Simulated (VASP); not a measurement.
A run of VASP 6.6.1:

The input INCAR:

```
SYSTEM = Si8O15
PREC     = Accurate       ! precision mode
ENCUT    = 520            ! plane-wave cutoff, eV
EDIFF    = 1E-6           ! SCF threshold, eV
ISMEAR   = 0              ! smearing method
SIGMA    = 0.05           ! smearing width, eV
LREAL    = Auto         
LASPH    = .True.         ! aspherical terms in the spheres
NELM     = 100            ! most SCF steps
ALGO     = Normal         ! electronic algorithm
ISIF     = 2              ! what is computed and relaxed
LWAVE    = .False.        ! write WAVECAR
LCHARG   = .False.        ! write CHGCAR
GGA      = PE             ! functional
NBANDS   = 78             ! bands
```

Contents of KPOINTS:

```
regular mesh
0
Gamma
  2 2 2
  0 0 0
```

POSCAR

```
Si8O15
1.0
   -4.2244000000     -4.2244000000      0.0000000000
    4.2244000000     -4.2244000000      0.0000000000
    0.0000000000      0.0000000000      5.3792000000
Si O
8 15
Direct
    0.5000000000      0.5062760280     -0.0089764696
    0.0000000000      0.5020033603      0.2500000000
    0.5000000000      0.5062760280      0.5089764696
    0.0000000000      0.5009730998      0.7500000000
    0.0000000000     -0.0008366777     -0.0007915332
    0.5000000000      0.0003178888      0.2500000000
    0.0000000000     -0.0008366777      0.5007915332
    0.5000000000      0.0039130315      0.7500000000
    0.1930707139      0.5018688083     -0.0018806952
    0.0000000000      0.1932029592      0.2500000000
    0.8069292861      0.5018688083     -0.0018806952
    0.0000000000      0.8069435638      0.2500000000
    0.1930707139      0.5018688083      0.5018806952
    0.0000000000      0.1931505687      0.7500000000
    0.8069292861      0.5018688083      0.5018806952
    0.0000000000      0.8068492857      0.7500000000
    0.6932419782     -0.0056412404     -0.0020086574
    0.5000000000      0.6960283191      0.2500000000
    0.3067580218     -0.0056412404     -0.0020086574
    0.5000000000      0.3078146955      0.2500000000
    0.6932419782     -0.0056412404      0.5020086574
    0.5000000000      0.2999142554      0.7500000000
    0.3067580218     -0.0056412404      0.5020086574
```

Potentials or basis: VASP PAW PBE potentials, release 64 (Si, O).

The run is started by

```console
$ cat potpaw_PBE.64/Si/POTCAR potpaw_PBE.64/O/POTCAR > POTCAR
$ mpirun -np 1 vasp_std > vasp.out
```

Hardware: 1 thread of Intel(R) Xeon(R) Platinum 8488C (Sapphire Rapids) (shared host).

Question: Estimate the wall time of this run.

Answer: It took 2.9 min on 1 thread of Intel(R) Xeon(R) Platinum 8488C (Sapphire Rapids), on a shared host, peak memory 0.31 GiB. Counts: scf iterations 14, k points 8.
